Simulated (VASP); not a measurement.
# CdCo2 (Fd-3m) in VASP: notebook

CdCo2 is run at these levels: PBE; tasks: single point, relaxation of cell and atoms.

Everything below comes from runs of VASP 6.6.1. Logs are shortened: lines on timing, memory, paths and dates and some standing lists are left out, and cuts for length are marked.

### Step 1. The cell of the first run

The structure is cubic, space group Fd-3m (No. 227). The conventional cell has a = 6.933 Å, b = 6.933 Å, c = 6.933 Å, α = 90.00°, β = 90.00°, γ = 90.00°. Cd (site symmetry -43m) has 12 Co at 2.87 Å and 4 Cd at 3.00 Å within 3.8 Å. Within 3.2 Å of Co (site symmetry -3m) lie 6 Co at 2.45 Å and 6 Cd at 2.87 Å.

### Step 2. Single point, PBE, collinear spin, ferromagnetic start

File INCAR:

```
ALGO     = Fast           # electronic algorithm
EDIFF    = 1E-6           # SCF threshold, eV
ENCUT    = 520            # plane-wave cutoff, eV
GGA      = PE             # functional
ISIF     = 2              # what is computed and relaxed
ISMEAR   = 0              # smearing method
ISPIN    = 2              # spin polarisation
LASPH    = True           # aspherical terms in the spheres
LCHARG   = True           # write CHGCAR
LELF     = True           # ELF
LMAXMIX  = 4              # l up to which the mixer works
LORBIT   = 11             # projections on sites
LREAL    = False          # projectors in reciprocal space
LVHAR    = True         
LWAVE    = False          # write WAVECAR
MAGMOM   = 0 0 1.67 1.67 1.67 1.67 # initial moments
NBANDS   = 43             # bands
NELM     = 150            # most SCF steps
PREC     = Accurate       # precision mode
SIGMA    = 0.1            # smearing width, eV
```

File KPOINTS:

```
k-points
0
Gamma
  4 4 4
```

File POSCAR:

```
CdCo2
1.0
    0.0000000000      3.4663942453      3.4663942453
    3.4663942453      0.0000000000      3.4663942453
    3.4663942453      3.4663942453      0.0000000000
Cd Co
2 4
Direct
    0.0000000000      0.0000000000      0.0000000000
    0.2500000000      0.2500000000      0.2500000000
    0.6250000000      0.6250000000      0.6250000000
    0.1250000000      0.6250000000      0.6250000000
    0.6250000000      0.6250000000      0.1250000000
    0.6250000000      0.1250000000      0.6250000000
```

Potentials or basis: VASP PAW PBE potentials, release 64 (Cd, Co).

On the command line:

```console
> cat potpaw_PBE.64/Cd/POTCAR potpaw_PBE.64/Co/POTCAR > POTCAR
> mpirun -np 1 vasp_std > vasp.out
```

OUTCAR:

```text
EDIFF = 1E-6
   ENCUT = 520
   GGA = PE
   ISIF = 2
   ISMEAR = 0
   ISPIN = 2
   LASPH = True
   LORBIT = 11
   LREAL = False
   NELM = 150
   PREC = Accurate

 ion  position               nearest neighbor table
   1  0.000  0.000  0.000-   3 2.87   3 2.87   3 2.87   4 2.87   5 2.87   6 2.87   6 2.87   4 2.87
                             4 2.87   5 2.87   6 2.87   5 2.87   2 3.00   2 3.00   2 3.00   2 3.00
   2  0.250  0.250  0.250-   4 2.87   5 2.87   6 2.87   3 2.87   3 2.87   3 2.87   4 2.87   6 2.87
                             5 2.87   4 2.87   5 2.87   6 2.87   1 3.00   1 3.00   1 3.00   1 3.00
   3  0.625  0.625  0.625-   4 2.45   5 2.45   6 2.45   5 2.45   6 2.45   4 2.45   1 2.87   2 2.87
                             1 2.87   2 2.87   1 2.87   2 2.87
   4  0.125  0.625  0.625-   3 2.45   5 2.45   6 2.45   3 2.45   5 2.45   6 2.45   1 2.87   2 2.87
                             1 2.87   2 2.87   2 2.87   1 2.87
   5  0.625  0.625  0.125-   3 2.45   3 2.45   4 2.45   6 2.45   6 2.45   4 2.45   1 2.87   2 2.87
                             1 2.87   2 2.87   1 2.87   2 2.87
   6  0.625  0.125  0.625-   3 2.45   5 2.45   3 2.45   4 2.45   5 2.45   4 2.45   1 2.87   2 2.87
                             1 2.87   2 2.87   1 2.87   2 2.87

  LATTYP: Found a face centered cubic cell.
 ALAT       =     6.9327884906

  Lattice vectors:

 A1 = (   0.0000000000,   3.4663942453,   3.4663942453)
 A2 = (   3.4663942453,   0.0000000000,   3.4663942453)
 A3 = (   3.4663942453,   3.4663942453,   0.0000000000)

Analysis of symmetry for initial positions (statically):
=====================================================================
 Subroutine PRICEL returns:
 Original cell was already a primitive cell.

 Routine SETGRP: Setting up the symmetry group for a
 face centered cubic supercell.

 Subroutine GETGRP returns: Found 48 space group operations
 (whereof 24 operations were pure point group operations)
 out of a pool of 48 trial point group operations.

The static configuration has the point symmetry T_d .
 The point group associated with its full space group is O_h .

Analysis of symmetry for dynamics (positions and initial velocities):
=====================================================================
 Subroutine PRICEL returns:
 Original cell was already a primitive cell.

 Routine SETGRP: Setting up the symmetry group for a
 face centered cubic supercell.

 Subroutine GETGRP returns: Found 48 space group operations
 (whereof 24 operations were pure point group operations)
 out of a pool of 48 trial point group operations.

The dynamic configuration has the point symmetry T_d .
 The point group associated with its full space group is O_h .

Analysis of structural, dynamic, and magnetic symmetry:
=====================================================================
 Subroutine PRICEL returns:
 Original cell was already a primitive cell.

 Routine SETGRP: Setting up the symmetry group for a
 face centered cubic supercell.

 Subroutine GETGRP returns: Found 48 space group operations
 (whereof 24 operations were pure point group operations)
 out of a pool of 48 trial point group operations.

The overall configuration has the point symmetry T_d .
 The point group associated with its full space group is O_h .

 Subroutine INISYM returns: Found 48 space group operations
 (whereof 24 operations are pure point group operations),
 and found     1 'primitive' translations

----------------------------------------------------------------------------------------

                                     Primitive cell

  volume of cell :      83.3036

  direct lattice vectors                    reciprocal lattice vectors
     0.000000000  3.466394245  3.466394245    -0.144242104  0.144242104  0.144242104
     3.466394245  0.000000000  3.466394245     0.144242104 -0.144242104  0.144242104
     3.466394245  3.466394245  0.000000000     0.144242104  0.144242104 -0.144242104

  length of vectors
     4.902221754  4.902221754  4.902221754     0.249834653  0.249834653  0.249834653

  position of ions in fractional coordinates (direct lattice)
     0.000000000  0.000000000  0.000000000
     0.250000000  0.250000000  0.250000000
     0.625000000  0.625000000  0.625000000
     0.125000000  0.625000000  0.625000000
     0.625000000  0.625000000  0.125000000
     0.625000000  0.125000000  0.625000000

  ion indices of the primitive-cell ions
[... 46 lines left out ...]
   total plane-waves  NPLWV =  46656
   dimension x,y,z NGX =    36 NGY =   36 NGZ =   36
   dimension x,y,z NGXF=    72 NGYF=   72 NGZF=   72
   ions per type =               2   4
   NGX,Y,Z   is equivalent  to a cutoff of  12.21, 12.21, 12.21 a.u.
   NGXF,Y,Z  is equivalent  to a cutoff of  24.42, 24.42, 24.42 a.u.
 SYSTEM =  unknown system
   PREC   = accura    normal or accurate (medium, high low for compatibility)
   ISTART =      0    job   : 0-new  1-cont  2-samecut
   ICHARG =      2    charge: 1-file 2-atom 10-const
   ISPIN  =      2    spin polarized calculation?
   LNONCOLLINEAR =      F non collinear calculations
   LSORBIT =      F    spin-orbit coupling
   LASPH  =      T    aspherical Exc in radial PAW
   ENCUT  =  520.0 eV  38.22 Ry    6.18 a.u.   9.11  9.11  9.11*2*pi/ulx,y,z
   NELM   =    150;   NELMIN=  2; NELMDL= -5     # of ELM steps
   EDIFF  = 0.1E-05   stopping-criterion for ELM
   LREAL  =      F    real-space projection
   EDIFFG = 0.1E-04   stopping-criterion for IOM
   NSW    =      0    number of steps for IOM
   IBRION =     -1    ionic relax: 0-MD 1-quasi-New 2-CG
   NFREE  =      0    steps in history (QN), initial steepest desc. (CG)
   ISIF   =      2    stress and relaxation
   ISYM   =      2    0-nonsym 1-usesym 2-fastsym
   POTIM  = 0.5000    time-step for ionic-motion
   TEBEG  =    0.0;   TEEND  =   0.0 temperature during run
   PSTRESS=    0.0 pullay stress
   NELECT =      60.0000    total number of electrons
   NUPDOWN=      -1.0000    fix difference up-down
   EMIN   =  10.00;   EMAX   =-10.00  energy-range for DOS
   EFERMI =   0.00;   METHOD = LEGACY
   ISMEAR =     0;   SIGMA  =   0.10  broadening in eV -4-tet -1-fermi 0-gaus
   EFERMI_NEDOS =   21; number of points for ismear=-14 and -15
   IALGO  =     68    algorithm
   IMIX   =      4    mixing-type and parameters
     AMIX     =   0.40;   BMIX     =  1.00
     AMIX_MAG =   1.60;   BMIX_MAG =  1.00
  volume/ion in A,a.u.               =      13.88        93.69
  Fermi-wavevector in a.u.,A,eV,Ry     =   1.467475  2.773125 29.299902  2.153482
  Thomas-Fermi vector in A             =   2.583088
   LORBIT       =     11    0 simple, 1 ext, 2 COOP (PROOUT), +10 PAW based schemes
   GGA     = PE    functional components
   LHFCALC =     F    Hartree Fock is set to
   AEXX    =    0.0000 exact exchange contribution
   IVDW    =     0    specifies the selected vdW correction
   LEPSILON=     F    determine dielectric tensor
   LRPA    =     F    only Hartree local field effects (RPA)
 spin polarized calculation
 RMM-DIIS sequential band-by-band and
 Gauss-broadening in eV      SIGMA  =   0.10
  energy-cutoff  :      520.00
  volume of cell :       83.30
 maximum number of plane-waves:      2272
   NGX = 19   NGY = 19   NGZ = 19

 number of electron      59.9999981 magnetization       5.4687172

 Free energy of the ion-electron system (eV)
  ---------------------------------------------------
  ext. energy  EPLUGINS =         0.00000000
  ---------------------------------------------------
  free energy    TOTEN  =       -28.34216376 eV

  energy without entropy =      -28.30078961  energy(sigma->0) =      -28.32147669

 E-fermi :   6.9937     XC(G=0): -12.5196

 val. band max:        6.9538455143   @ k =   0.2500   0.0000   0.0000
 cond. band min:       7.0013865628   @ k =   0.2500   0.2500   0.0000
 fundamental gap:      0.0475410485
 Fermi energy:         6.9936696586

 spin component 1

 k-point     1 :       0.0000    0.0000    0.0000
  band No.  band energies     occupation
      1      -2.1810      1.00000
      2      -2.1209      1.00000
      3      -2.1209      1.00000
      4      -2.1059      1.00000
      5      -2.1059      1.00000
      6      -2.1059      1.00000
[... 349 lines left out ...]
     41      16.8230      0.00000
     42      16.8284      0.00000
 Fermi energy:         6.9936696586

 spin component 2

 k-point     1 :       0.0000    0.0000    0.0000
  band No.  band energies     occupation
      1      -2.2341      1.00000
      2      -2.1580      1.00000
      3      -2.1580      1.00000
      4      -2.1368      1.00000
      5      -2.1368      1.00000
      6      -2.1368      1.00000
[... 349 lines left out ...]
     41      17.0310      0.00000
     42      17.0330      0.00000
 [bands above 42 left out]

------------------------ aborting loop because EDIFF is reached ----------------------------------------

  FORCE on cell =-STRESS in cart. coord.  units (eV):
  Direction    XX          YY          ZZ          XY          YZ          ZX
  --------------------------------------------------------------------------------------
  -------------------------------------------------------------------------------------
  Total       -0.0128552     -0.0128552     -0.0128552      0.0000000     -0.0000000      0.0000000
  in kB       -0.2472442     -0.2472442     -0.2472442      0.0000000     -0.0000000      0.0000000
  external PRESSURE =      -0.2472442 kB  Pullay stress =       0.0000000 kB

 VOLUME and BASIS-vectors are now :
 -----------------------------------------------------------------------------
  energy-cutoff  :      520.00
  volume of cell :       83.30
      direct lattice vectors                 reciprocal lattice vectors
     0.000000000  3.466394245  3.466394245    -0.144242104  0.144242104  0.144242104
     3.466394245  0.000000000  3.466394245     0.144242104 -0.144242104  0.144242104
     3.466394245  3.466394245  0.000000000     0.144242104  0.144242104 -0.144242104

 POSITION                                       TOTAL-FORCE (eV/Angst)
 -----------------------------------------------------------------------------------
      0.00000      0.00000      0.00000         0.000000      0.000000      0.000000
      1.73320      1.73320      1.73320        -0.000000     -0.000000     -0.000000
      4.33299      4.33299      4.33299        -0.000000     -0.000000      0.000000
      4.33299      2.59980      2.59980        -0.000000     -0.000000      0.000000
      2.59980      2.59980      4.33299        -0.000000     -0.000000      0.000000
      2.59980      4.33299      2.59980        -0.000000     -0.000000      0.000000
 -----------------------------------------------------------------------------------
    total drift:                                0.000000      0.000000      0.000000

  FREE ENERGIE OF THE ION-ELECTRON SYSTEM (eV)
  ---------------------------------------------------
  free  energy   TOTEN  =       -28.3421637578 eV

  energy  without entropy=      -28.3007896135  energy(sigma->0) =      -28.32147669

 total charge

# of ion       s       p       d       tot
------------------------------------------
    1        0.472   0.396   9.498  10.366
    2        0.472   0.396   9.498  10.366
    3        0.458   0.425   7.295   8.178
    4        0.458   0.425   7.295   8.178
    5        0.458   0.425   7.295   8.178
    6        0.458   0.425   7.295   8.178
--------------------------------------------------
tot          2.777   2.493  48.176  53.446

 magnetization (x)

# of ion       s       p       d       tot
------------------------------------------
    1       -0.015  -0.045  -0.007  -0.067
    2       -0.015  -0.045  -0.007  -0.067
    3       -0.005  -0.027   1.485   1.453
    4       -0.005  -0.027   1.485   1.453
    5       -0.005  -0.027   1.485   1.453
    6       -0.005  -0.027   1.485   1.453
--------------------------------------------------
tot         -0.049  -0.198   5.925   5.679
```

Run time: 48 s. Hardware: 1 thread of Intel Xeon Platinum 8488C (Sapphire Rapids), shared host; peak memory 0.25 GiB.

Results:

| Property | Result |
| --- | --- |
| Free energy | -28.3422 eV |
| Pressure | 0.0 GPa |
| Net moment | 5.47 μB per cell |
| Site moments | Cd -0.07; Co +1.45 μB |
| Valence electrons inside the program's atomic spheres | Cd 10.37; Co 8.18 |

Levels at points of the mesh, in eV from the Fermi level:
Spin up:
```tsv
k point	band 28	band 29	band 30	band 31	band 32	band 33	band 34	band 35	band 36	band 37
(0.00, 0.00, 0.00)	-1.35	-0.32	-0.32	-0.32	0.22	1.09	1.09	1.09	4.09	4.36
(0.50, 0.00, 0.00)	-1.50	-1.50	-1.41	-1.41	-0.33	0.74	0.95	0.95	3.03	3.51
(0.50, 0.50, 0.00)	-2.01	-1.44	-1.44	-1.40	-1.40	0.26	0.26	0.48	0.48	8.71
```
Spin down:
| k point | band 23 | band 24 | band 25 | band 26 | band 27 | band 28 | band 29 | band 30 |
| --- | --- | --- | --- | --- | --- | --- | --- | --- |
| (0.00, 0.00, 0.00) | 0.12 | 0.18 | 0.18 | 0.18 | 0.18 | 0.33 | 0.33 | 1.05 |
| (0.50, 0.00, 0.00) | -1.13 | -1.13 | -0.60 | -0.60 | 0.07 | 0.15 | 0.15 | 0.27 |
| (0.50, 0.50, 0.00) | -1.09 | -1.09 | -0.87 | -0.87 | -0.44 | -0.44 | 0.12 | 0.12 |

Caveat: the k points lie up to 0.39 Å⁻¹ apart.

[end of part 1 of 2]
